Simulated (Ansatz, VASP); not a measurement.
# One calculation of Si2C, two programs

```
Si C
1.0
     2.98755    0.00000    0.00000
    -1.49378    2.58729    0.00000
     0.00000    0.00000    9.36242
Si C
4 2
Direct
  0.33333 0.66667 0.00000
  0.33333 0.66667 0.27712
  0.33333 0.66667 0.72288
  0.66667 0.33333 0.50000
  0.66667 0.33333 0.19435
  0.66667 0.33333 0.80565
```

Alike in both runs: task relaxation of cell and atoms; functional PBE; k mesh 12 × 12 × 4; occupations gaussian, width 0.1 eV; no spin polarisation.

```csv
,VASP,Ansatz
version,VASP 6.6.1,Ansatz 0.2.0
potentials or method,"VASP PAW PBE potentials, release 64 (Si, C), cutoff 600 eV","scalar-relativistic, plane waves, PAW"
valence electrons in the cell,24,24
```

Ansatz gave:

| Property | Result |
| --- | --- |
| gap on the k mesh at the Fermi level, each at its own relaxed structure (eV) | none |
| relaxed volume (Å³/atom) | 12.96 |
| relaxed cell length with the largest relative difference (Å) | 9.886 |

Question: What did VASP give for the same quantities?

Answer: gap on the k mesh at the Fermi level, each at its own relaxed structure (eV): none; relaxed volume (Å³/atom): 12.95; relaxed cell length with the largest relative difference (Å): 9.883.

A gap of «none» marks a metal or a gap that the smearing closes.
